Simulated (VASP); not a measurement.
Runs of VASP 6.6.1 on SnPt3. The structure is that of space group Pm-3m (No. 221), or close to it. The cells are those of the table. 

```csv
task,cell,cutoff (eV),gap on the mesh (eV),pressure (GPa)
single point,"a = 4.000 Å, angles 91.1°, 4 atoms",520,none,-2.6
electric field gradients,"a = 3.973 Å, 4 atoms",520,none,2.0
electric field gradients,"a = 4.013 Å, 4 atoms",520,none,(b)
electric field gradients,"a = 4.000 Å, angles 91.1°, 4 atoms",520,none,-2.6
electric field gradients,"a = 3.946 Å, 4 atoms",400,none,7.6
electric field gradients,"a = 4.000 Å, 4 atoms",520,none,-2.9
electric field gradients,"a = 4.053 Å, 4 atoms",520,none,(a)
single point,"a = 4.053 Å, 4 atoms",520,none,-10.9
```

Alike in all rows: level LDA; potentials or basis VASP PAW LDA potentials, release 64 (Sn_d, Pt); no spin polarisation; k mesh 8 × 8 × 8; smearing fermi-dirac 0.05 eV.

Q: Estimate the missing entries.

A: (a) -11.0; (b) -5.1.

Caveats: spin-orbit coupling is left out, which moves the levels of the heavy elements.

A k mesh can miss the band edges, and the runs leave out spin-orbit coupling on Pt, Sn.

A gap of «none» marks levels without a gap at the run's occupations.
